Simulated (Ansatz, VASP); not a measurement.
## CaO in VASP and in Ansatz

The input INCAR:

```
SYSTEM = CaO
ALGO = Normal ; EDIFF = 1E-7
ENCUT = 520 ; GGA = PS
ISIF = 2 ; ISMEAR = 0
LASPH = .TRUE. ; LCHARG = .FALSE.
LREAL = .FALSE. ; LWAVE = .FALSE.
NBANDS = 24 ; NELM = 100
PREC = Accurate ; SIGMA = 0.05
```

KPOINTS

```
k-points
0
G
  9 9 6
  0 0 0
```

File POSCAR:

```
CaO
1.0
    4.0119357036      0.0000000000      0.0000000000
   -2.0059678518      3.4398667129      0.0000000000
    0.0000000000      0.0000000000      4.7848400100
Ca O
2 2
Direct
    0.3333333333      0.6666666667      0.7500000000
    0.6666666667      0.3333333333      0.2500000000
    0.3333333333      0.6666666667      0.2500000000
    0.6666666667      0.3333333333      0.7500000000
```

Input for Ansatz:

```yaml
crystal:
  lattice:
    - [4.0119357036, 0.0, 0.0]
    - [-2.0059678518, 3.4398667129, 0.0]
    - [0.0, 0.0, 4.78484001]
  atoms:
    - { symbol: Ca, position: [0.3333333333, 0.6666666667, 0.75] }
    - { symbol: Ca, position: [0.6666666667, 0.3333333333, 0.25] }
    - { symbol: O, position: [0.3333333333, 0.6666666667, 0.25] }
    - { symbol: O, position: [0.6666666667, 0.3333333333, 0.75] }
basis:
  ecutwfc: 420
kpoints:
  mp_grid: { grid: [9, 9, 6] }
hamiltonian:
  xc: pbesol
scf:
  occupations: { method: gaussian, width: 0.05 }
output:
  forces: true
  stress: true
  eigenvalues: true
```

Change from the starting cell: strain +0.0050 x Voigt [1, -1, 0, 0, 0, 0], atoms carried along.

Alike in both runs: task single point; functional PBEsol; k mesh 9 × 9 × 6; occupations gaussian, width 0.05 eV; no spin polarisation.

|  | VASP | Ansatz |
| --- | --- | --- |
| version | VASP 6.6.1 | Ansatz 0.2.0 |
| potentials or method | VASP PAW PBE potentials, release 64 (Ca_sv, O), cutoff 520 eV | scalar-relativistic, plane waves, PAW |
| valence electrons in the cell | 32 | 32 |

Ansatz gave:

- gap on the k mesh at the Fermi level (eV): 3.04
- least direct gap on the mesh (eV): 3.04
- pressure (GPa): -2.4
- traceless stress, the component that is largest in VASP (GPa): 0.48
- rms of the force components (eV/Å): 0.029

Estimate VASP's values.

gap on the k mesh at the Fermi level (eV): 3.03; least direct gap on the mesh (eV): 3.03; pressure (GPa): -1.9; traceless stress, the component that is largest in VASP (GPa): 0.47; rms of the force components (eV/Å): 0.031.

VASP's potentials were made for PBE, not for PBEsol. Atom by atom the forces differ by 0.002 eV/Å (rms over components).
